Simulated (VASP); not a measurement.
A run of VASP 6.6.1 is set up as follows.

File INCAR:

```
SYSTEM = W
  PREC = Accurate
  ENCUT = 520
  EDIFF = 1E-6
  ISMEAR = 1
  SIGMA = 0.1
  LREAL = .FALSE.
  LASPH = .TRUE.
  NELM = 60
  ALGO = Normal
  ISIF = 2
  LWAVE = .FALSE.
  LCHARG = .FALSE.
  NBANDS = 13
```

The input KPOINTS:

```
Automatic mesh
0
G
  14 14 14
  0 0 0
```

File POSCAR:

```
W
1.0
   -1.5676867250      1.5676867250      1.5676867250
    1.5676867250     -1.5676867250      1.5676867250
    1.5676867250      1.5676867250     -1.5676867250
W
1
Direct
    0.0000000000      0.0000000000      0.0000000000
```

Potentials or basis: VASP PAW LDA potentials, release 64 (W_sv).

The run is started by

```bash
$ cat potpaw_LDA.64/W_sv/POTCAR > POTCAR
$ mpirun -np 1 vasp_std > vasp.out
```

Problem. Estimate the pressure.

Solution. 1.8 GPa.

Problem. What does it give for the band gap on the k mesh?

Solution. Zero (band 7 reaches 17.09 eV, above the bottom of band 8 at 10.43 eV).

Caveat: spin-orbit coupling is left out, which moves the levels of the heavy elements.
